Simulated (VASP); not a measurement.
Write the native input for VASP 6.6.1 that does the following.

| Property | Result |
| --- | --- |
| Task | single point |
| Functional | PBE |
| Potentials or basis | VASP PAW PBE potentials, release 64 (Al, Ru_pv) |
| Cutoff | 520 eV |
| k mesh | 18 × 18 × 18 |
| Occupations | gaussian, width 0.15 eV |
| Spin | no spin polarisation |
| Dipole correction | no |
| Further INCAR settings | ALGO = Fast; EDIFF = 1e-06; NBANDS = 16 |

The structure of AlRu lies in POSCAR:

```
AlRu
1.0
    2.7410843945      0.0000000000      0.0000000000
    0.0000000000      2.7410843945      0.0000000000
    0.0000000000      0.0000000000      3.5634097128
Al Ru
1 1
Direct
    0.0000000000      0.0000000000      0.0000000000
    0.5000000000      0.5000000000      0.5000000000
```

This cell differs from its parent crystal: ratio of the length along z to the lengths across it x 1.3, volume and fractional coordinates fixed.

One way to write it, as run:

INCAR

```
SYSTEM = AlRu
ALGO = Fast
EDIFF = 1E-6
ENCUT = 520
GGA = PE
ISIF = 2
ISMEAR = 0
LASPH = .True.
LCHARG = .False.
LREAL = .False.
LWAVE = .False.
NBANDS = 16
NELM = 80
PREC = Accurate
SIGMA = 0.15
```

KPOINTS

```
k-points
0
Gamma
  18 18 18
  0 0 0
```

Potentials or basis: VASP PAW PBE potentials, release 64 (Al, Ru_pv).

Run with:

```sh
$ cat potpaw_PBE.64/Al/POTCAR potpaw_PBE.64/Ru_pv/POTCAR > POTCAR
$ mpirun -np 1 vasp_std > vasp.out
```

It gave:

| Item | Value |
| --- | --- |
| Pressure | 8.5 GPa |

Wall time 2.5 min on 1 thread of Intel Xeon 6975P-C, with other jobs on the host, peak memory 0.33 GiB.
